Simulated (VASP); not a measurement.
# Zr2H3 (P1) in VASP: relaxation of cell and atoms with PBE

Aim: the relaxation of cell and atoms of Zr2H3 with PBE.

All numbers are computed with VASP 6.6.1; they aren't measurements. Logs are shortened: lines on timing, memory, paths and dates and some standing lists are left out, and cuts for length are marked.

### 1 The cell of the first run

The typed cell holds 10 atoms: a = 3.198 Å, b = 3.226 Å, c = 11.087 Å, α = 88.76°, β = 92.17°, γ = 119.68°.

### 2 Relaxation of cell and atoms, PBE

File INCAR:

```
SYSTEM = Zr2H3
PREC = Accurate ; ENCUT = 600
EDIFF = 1E-7 ; ISMEAR = 0
SIGMA = 0.2 ; LREAL = .False.
LASPH = .True. ; NELM = 60
ALGO = Normal ; ISIF = 3
LWAVE = .False. ; LCHARG = .False.
GGA = PE ; IBRION = 2
NSW = 80 ; EDIFFG = -0.025
```

File KPOINTS:

```
regular mesh
0
Gamma
  6 6 2
  0 0 0
```

File POSCAR:

```
Zr2H3
1.0
    3.1970977034      0.0007718898     -0.0601310037
   -1.5978803756      2.8028276834      0.0348001752
   -0.2112163255      0.0192038551     11.0852210369
Zr H
4 6
Direct
    0.3131218038      0.6557244322      0.1205060982
    0.3401222608      0.6948982470      0.6142189167
    0.6719418155      0.3318719799      0.3861382779
    0.6845825920      0.3475529033      0.8782141054
    0.0049570745     -0.0090989929     -0.0098410559
    0.9896616323      1.0087293147      0.4994597801
    0.3131195205      0.6582658898      0.3081585496
    0.3492595858      0.6627096434      0.8050867843
    0.6641044263      0.3338090854      0.2012474767
    0.6691292884      0.3155374972      0.6968110670
```

Potentials or basis: VASP PAW PBE potentials, release 64 (Zr_sv, H).

The run is started by

```bash
cat potpaw_PBE.64/Zr_sv/POTCAR potpaw_PBE.64/H/POTCAR > POTCAR
mpirun -np 1 vasp_std > vasp.out
```

OUTCAR:

```text
SYSTEM = Zr2H3
   PREC = Accurate
   ENCUT = 600
   EDIFF = 1E-7
   ISMEAR = 0
   LREAL = .False.
   LASPH = .True.
   NELM = 60
   ISIF = 3
   GGA = PE
   IBRION = 2
   NSW = 80
   EDIFFG = -0.025

 ion  position               nearest neighbor table
   1  0.313  0.656  0.121-   9 2.04   9 2.04   7 2.08   9 2.10   5 2.26   5 2.37   4 3.16   4 3.31
                             4 3.34   3 3.45   3 3.49   3 3.51
   2  0.340  0.695  0.614-  10 1.97  10 2.11   8 2.12  10 2.14   6 2.20   6 2.24   6 2.31   3 3.09
                             3 3.09   3 3.23   4 3.45   4 3.46   4 3.49
   3  0.672  0.332  0.386-   7 2.00   9 2.05   7 2.06   7 2.08   6 2.14   6 2.28   6 2.31   2 3.09
                             2 3.09   2 3.23   1 3.45   1 3.49   1 3.51
   4  0.685  0.348  0.878-   8 1.95  10 2.01   8 2.04   8 2.09   5 2.19   5 2.22   5 2.29   1 3.16
                             1 3.31   1 3.34   2 3.45   2 3.46   2 3.49
   5  0.005  0.991  0.990-   4 2.19   4 2.22   1 2.26   4 2.29   1 2.37
   6  0.990  0.009  0.499-   3 2.14   2 2.20   2 2.24   3 2.28   3 2.31   2 2.31
   7  0.313  0.658  0.308-   3 2.00   3 2.06   3 2.08   1 2.08
   8  0.349  0.663  0.805-   4 1.95   4 2.04   4 2.09   2 2.12
   9  0.664  0.334  0.201-   1 2.04   1 2.04   3 2.05   1 2.10
  10  0.669  0.316  0.697-   2 1.97   4 2.01   2 2.11   2 2.14

  LATTYP: Found a triclinic cell.
 ALAT       =     3.1976632184
 B/A-ratio  =     1.0090167963
 C/A-ratio  =     3.4672975145
 COS(alpha) =     0.0217228607
 COS(beta)  =     0.0378478231
 COS(gamma) =     0.4951426141

  Lattice vectors:

 A1 = (   3.1970977034,   0.0007718898,  -0.0601310037)
 A2 = (   1.5978803756,  -2.8028276834,  -0.0348001752)
 A3 = (   0.2112163255,  -0.0192038551, -11.0852210369)

Analysis of symmetry for initial positions (statically):
=====================================================================
 Subroutine PRICEL returns:
 Original cell was already a primitive cell.

 Routine SETGRP: Setting up the symmetry group for a
 triclinic supercell.

 Subroutine GETGRP returns: Found  1 space group operations
 (whereof  1 operations were pure point group operations)
 out of a pool of  2 trial point group operations.

The static configuration has the point symmetry C_1 .

Analysis of symmetry for dynamics (positions and initial velocities):
=====================================================================
 Subroutine PRICEL returns:
 Original cell was already a primitive cell.

 Routine SETGRP: Setting up the symmetry group for a
 triclinic supercell.

 Subroutine GETGRP returns: Found  1 space group operations
 (whereof  1 operations were pure point group operations)
 out of a pool of  2 trial point group operations.

The dynamic configuration has the point symmetry C_1 .

 Subroutine INISYM returns: Found  1 space group operations
 (whereof  1 operations are pure point group operations),
 and found     1 'primitive' translations

----------------------------------------------------------------------------------------

                                     Primitive cell

  volume of cell :      99.3115

  direct lattice vectors                    reciprocal lattice vectors
     3.197097703  0.000771890 -0.060131004     0.312846946  0.178282562  0.005652090
    -1.597880376  2.802827683  0.034800175    -0.000097786  0.356734496 -0.000619864
    -0.211216325  0.019203855 11.085221037     0.001697323 -0.000152826  0.090242805

  length of vectors
     3.197663218  3.226495896 11.087249729     0.360124742  0.356735048  0.090258895

  position of ions in fractional coordinates (direct lattice)
     0.313121804  0.655724432  0.120506098
     0.340122261  0.694898247  0.614218917
     0.671941815  0.331871980  0.386138278
     0.684582592  0.347552903  0.878214105
     0.004957074  0.990901007  0.990158944
     0.989661632  0.008729315  0.499459780
     0.313119521  0.658265890  0.308158550
     0.349259586  0.662709643  0.805086784
     0.664104426  0.333809085  0.201247477
     0.669129288  0.315537497  0.696811067

  ion indices of the primitive-cell ions
   primitive index   ion index
                 1           1
[... 24 lines left out ...]

  Length of vectors
     0.060020790  0.059455841  0.045129447

  Shift w.r.t. Gamma in fractional coordinates (k-lattice)
     0.000000000  0.000000000  0.000000000

 Subroutine IBZKPT returns following result:
 ===========================================

 Found     40 irreducible k-points:

 Following reciprocal coordinates:
            Coordinates               Weight
  0.000000  0.000000  0.000000      1.000000
  0.166667 -0.000000 -0.000000      2.000000
  0.333333 -0.000000  0.000000      2.000000
  0.500000 -0.000000  0.000000      1.000000
  0.000000  0.166667 -0.000000      2.000000
  0.166667  0.166667  0.000000      2.000000
[... 16 lines left out ...]
  0.333333 -0.000000  0.500000      2.000000
  0.500000  0.000000  0.500000      1.000000
 [... further k-points ...]
   k-points           NKPTS =     40   k-points in BZ     NKDIM =     40   number of bands    NBANDS=     33
   number of dos      NEDOS =    301   number of ions     NIONS =     10
   total plane-waves  NPLWV =  70560
   dimension x,y,z NGX =    28 NGY =   28 NGZ =   90
   dimension x,y,z NGXF=    56 NGYF=   56 NGZF=  180
   ions per type =               4   6
   NGX,Y,Z   is equivalent  to a cutoff of  14.56, 14.43, 13.49 a.u.
   NGXF,Y,Z  is equivalent  to a cutoff of  29.11, 28.85, 26.99 a.u.
 SYSTEM =  Zr2H3
   PREC   = accura    normal or accurate (medium, high low for compatibility)
   ISTART =      0    job   : 0-new  1-cont  2-samecut
   ICHARG =      2    charge: 1-file 2-atom 10-const
   ISPIN  =      1    spin polarized calculation?
   LNONCOLLINEAR =      F non collinear calculations
   LSORBIT =      F    spin-orbit coupling
   LASPH  =      T    aspherical Exc in radial PAW
   ENCUT  =  600.0 eV  44.10 Ry    6.64 a.u.   6.39  6.44 22.14*2*pi/ulx,y,z
   NELM   =     60;   NELMIN=  2; NELMDL= -5     # of ELM steps
   EDIFF  = 0.1E-06   stopping-criterion for ELM
   LREAL  =      F    real-space projection
   EDIFFG = -.3E-01   stopping-criterion for IOM
   NSW    =     80    number of steps for IOM
   IBRION =      2    ionic relax: 0-MD 1-quasi-New 2-CG
   NFREE  =      1    steps in history (QN), initial steepest desc. (CG)
   ISIF   =      3    stress and relaxation
   ISYM   =      2    0-nonsym 1-usesym 2-fastsym
   POTIM  = 0.5000    time-step for ionic-motion
   TEBEG  =    0.0;   TEEND  =   0.0 temperature during run
   PSTRESS=    0.0 pullay stress
   NELECT =      54.0000    total number of electrons
   NUPDOWN=      -1.0000    fix difference up-down
   EMIN   =  10.00;   EMAX   =-10.00  energy-range for DOS
   EFERMI =   0.00;   METHOD = LEGACY
   ISMEAR =     0;   SIGMA  =   0.20  broadening in eV -4-tet -1-fermi 0-gaus
   EFERMI_NEDOS =   21; number of points for ismear=-14 and -15
   IALGO  =     38    algorithm
   IMIX   =      4    mixing-type and parameters
     AMIX     =   0.40;   BMIX     =  1.00
     AMIX_MAG =   1.60;   BMIX_MAG =  1.00
  volume/ion in A,a.u.               =       9.93        67.02
  Fermi-wavevector in a.u.,A,eV,Ry     =   1.336204  2.525060 24.292418  1.785442
  Thomas-Fermi vector in A             =   2.464849
   LORBIT       =      0    0 simple, 1 ext, 2 COOP (PROOUT), +10 PAW based schemes
   GGA     = PE    functional components
   LHFCALC =     F    Hartree Fock is set to
   AEXX    =    0.0000 exact exchange contribution
   IVDW    =     0    specifies the selected vdW correction
   LEPSILON=     F    determine dielectric tensor
   LRPA    =     F    only Hartree local field effects (RPA)
 conjugate gradient relaxation of ions
 non-spin polarized calculation
 Gauss-broadening in eV      SIGMA  =   0.20
  energy-cutoff  :      600.00
  volume of cell :       99.31
 maximum number of plane-waves:      3346
 NGX is ok and might be reduce to    28
   NGX = 13   NGY = 13   NGZ = 45

--------------------------------------- Ionic step        1  -------------------------------------------

 number of electron      54.0000000 magnetization

 Free energy of the ion-electron system (eV)
  ---------------------------------------------------
  ext. energy  EPLUGINS =         0.00000000
  ---------------------------------------------------
  free energy    TOTEN  =       -58.47339312 eV

  energy without entropy =      -58.37805039  energy(sigma->0) =      -58.42572176

------------------------ aborting loop because EDIFF is reached ----------------------------------------

  FORCE on cell =-STRESS in cart. coord.  units (eV):
  Direction    XX          YY          ZZ          XY          YZ          ZX
  --------------------------------------------------------------------------------------
  -------------------------------------------------------------------------------------
  Total        4.5867116      3.8978815      5.6493590      0.8080411      0.2688279      0.4229588
  in kB       73.9967286     62.8839356     91.1402592     13.0360051      4.3369606      6.8235308
  external PRESSURE =      76.0069745 kB  Pullay stress =       0.0000000 kB
[... 113 lines left out ...]
  FREE ENERGIE OF THE ION-ELECTRON SYSTEM (eV)
  ---------------------------------------------------
  free  energy   TOTEN  =       -58.6933775450 eV

  energy  without entropy=      -58.5901014548  energy(sigma->0) =      -58.64173950

[... ionic steps 4 to 13 ...]

--------------------------------------- Ionic step       14  -------------------------------------------

 number of electron      54.0000002 magnetization

------------------------ aborting loop because EDIFF is reached ----------------------------------------
[... 83 lines left out ...]
--------------------------------------- Ionic step       16  -------------------------------------------

 number of electron      54.0000002 magnetization

 Free energy of the ion-electron system (eV)
  ---------------------------------------------------
  ext. energy  EPLUGINS =         0.00000000
  ---------------------------------------------------
  free energy    TOTEN  =       -58.74555532 eV

  energy without entropy =      -58.63900032  energy(sigma->0) =      -58.69227782

 E-fermi :   8.5685     XC(G=0): -11.2546

 val. band max:        8.5665491320   @ k =   0.1667   0.5000  -0.0000
 cond. band min:       8.5686339926   @ k =   0.5000   0.1667   0.0000
 fundamental gap:      0.0020848606
 Fermi energy:         8.5684958429

 k-point     1 :       0.0000    0.0000    0.0000
  band No.  band energies     occupation
      1     -40.2715      2.00000
      2     -40.2424      2.00000
      3     -40.2171      2.00000
      4     -40.1864      2.00000
      5     -18.6977      2.00000
      6     -18.4302      2.00000
[... 853 lines left out ...]
     32      11.8218      0.00000
     33      12.5533      0.00000

 [... further k-points ...]

------------------------ aborting loop because EDIFF is reached ----------------------------------------

  FORCE on cell =-STRESS in cart. coord.  units (eV):
  Direction    XX          YY          ZZ          XY          YZ          ZX
  --------------------------------------------------------------------------------------
  -------------------------------------------------------------------------------------
  Total        0.0939592      0.0766684      0.0930907      0.0070806      0.0070290      0.0301715
  in kB        1.4394339      1.1745432      1.4261294      0.1084732      0.1076824      0.4622211
  external PRESSURE =       1.3467022 kB  Pullay stress =       0.0000000 kB
[... 25 lines left out ...]
  FREE ENERGIE OF THE ION-ELECTRON SYSTEM (eV)
  ---------------------------------------------------
  free  energy   TOTEN  =       -58.7455553190 eV

  energy  without entropy=      -58.6390003161  energy(sigma->0) =      -58.69227782

 reached required accuracy - stopping structural energy minimisation
```

Run time: 71 min. Hardware: 1 thread of Oxide Virtual Turin-like, shared host; peak memory 0.31 GiB.

What came out:

```
Free energy                           : -58.7456 eV
Relaxed volume                        : 10.46 Å³/atom
Relaxed cell                          : a = 3.237 Å, b = 3.235 Å, c = 11.358 Å, α = 87.42°, β = 92.66°, γ = 118.30°
Space group after relaxing (to 0.1 Å) : C2/m (No. 12)
Energy gained by relaxing             : 27.2 meV/atom
Ionic steps                           : 16
Pressure after relaxing               : 0.1 GPa
Largest force after relaxing          : 0.018 eV/Å
Band gap on the k mesh                : zero (bands 27 and 28 overlap by 1.53 eV)
```

Forces in eV/Å, atoms in the order of the input:
```
Zr   0.010  0.006 -0.008
Zr  -0.004  0.003 -0.008
Zr   0.004 -0.002 -0.001
Zr  -0.005  0.009  0.014
H    0.000 -0.012 -0.008
H    0.008 -0.005  0.007
H    0.009  0.006  0.015
H   -0.010 -0.007 -0.009
H   -0.001  0.010  0.009
H   -0.009 -0.007 -0.011
```

Step by step:
```csv
step,energy change (eV),largest force (eV/Å),pressure (GPa),volume (Å³)
1,0.0000,1.0211,7.60,99.31
2,-0.2189,0.3054,-1.91,106.23
3,-0.2200,0.3272,-1.33,105.73
4,-0.2472,0.1708,-0.46,104.95
5,-0.2551,0.1242,0.38,104.26
6,-0.2602,0.0971,0.03,104.53
7,-0.2624,0.1070,-0.37,104.86
8,-0.2658,0.0787,0.06,104.51
9,-0.2664,0.0598,0.35,104.29
10,-0.2683,0.0621,-0.05,104.63
11,-0.2685,0.0690,-0.22,104.78
12,-0.2701,0.0435,-0.01,104.63
13,-0.2706,0.0611,0.16,104.51
14,-0.2717,0.0277,-0.06,104.72
15,-0.2718,0.0293,-0.13,104.78
16,-0.2722,0.0180,0.13,104.58
```

Final structure:
```cif
data_structure
_symmetry_space_group_name_H-M 'P 1'
_symmetry_Int_Tables_number 1
_cell_length_a 3.2368
_cell_length_b 3.2353
_cell_length_c 11.3584
_cell_angle_alpha 87.422
_cell_angle_beta 92.658
_cell_angle_gamma 118.300
_cell_volume 104.58
loop_
_atom_site_label
_atom_site_type_symbol
_atom_site_fract_x
_atom_site_fract_y
_atom_site_fract_z
_atom_site_occupancy
Zr1 Zr 0.31487 0.67897 0.11920 1
Zr2 Zr 0.32295 0.67955 0.61928 1
Zr3 Zr 0.67425 0.32109 0.38141 1
Zr4 Zr 0.68330 0.31977 0.88148 1
H1 H 0.01050 0.99933 0.99634 1
H2 H 0.99758 0.00179 0.50092 1
H3 H 0.32846 0.66469 0.30471 1
H4 H 0.33972 0.66486 0.80549 1
H5 H 0.65940 0.33421 0.19537 1
H6 H 0.66897 0.33575 0.69578 1
```

Levels at points of the mesh, in eV from the Fermi level:
| k point | band 23 | band 24 | band 25 | band 26 | band 27 | band 28 | band 29 | band 30 | band 31 | band 32 |
| --- | --- | --- | --- | --- | --- | --- | --- | --- | --- | --- |
| (0.00, 0.00, 0.00) | -1.59 | -0.08 | 0.18 | 0.21 | 0.60 | 0.69 | 0.86 | 0.89 | 0.91 | 1.24 |
| (0.50, 0.00, 0.00) | -2.99 | -2.24 | -1.36 | -1.29 | 0.10 | 0.42 | 0.85 | 1.89 | 2.07 | 3.68 |
| (0.00, 0.50, 0.00) | -2.99 | -2.24 | -1.36 | -1.29 | 0.10 | 0.44 | 0.85 | 1.89 | 2.07 | 3.67 |
| (0.50, 0.50, 0.00) | -2.91 | -2.31 | -1.45 | -0.93 | 0.27 | 0.95 | 1.23 | 1.41 | 1.92 | 3.58 |
| (0.00, 0.00, 0.50) | -0.86 | -0.83 | 0.17 | 0.18 | 0.75 | 0.76 | 0.78 | 0.78 | 1.04 | 1.05 |
| (0.50, 0.00, 0.50) | -2.61 | -2.59 | -1.28 | -1.26 | 0.18 | 0.24 | 1.06 | 1.10 | 3.21 | 3.25 |
| (0.00, 0.50, 0.50) | -2.60 | -2.60 | -1.28 | -1.26 | 0.21 | 0.24 | 1.05 | 1.11 | 3.19 | 3.26 |
| (0.50, 0.50, 0.50) | -2.62 | -2.60 | -1.20 | -1.17 | 0.62 | 0.62 | 1.02 | 1.10 | 3.16 | 3.18 |

Caveat: the k points lie up to 0.37 Å⁻¹ apart in the final cell, too coarse for converged energies and pressures of a metal.
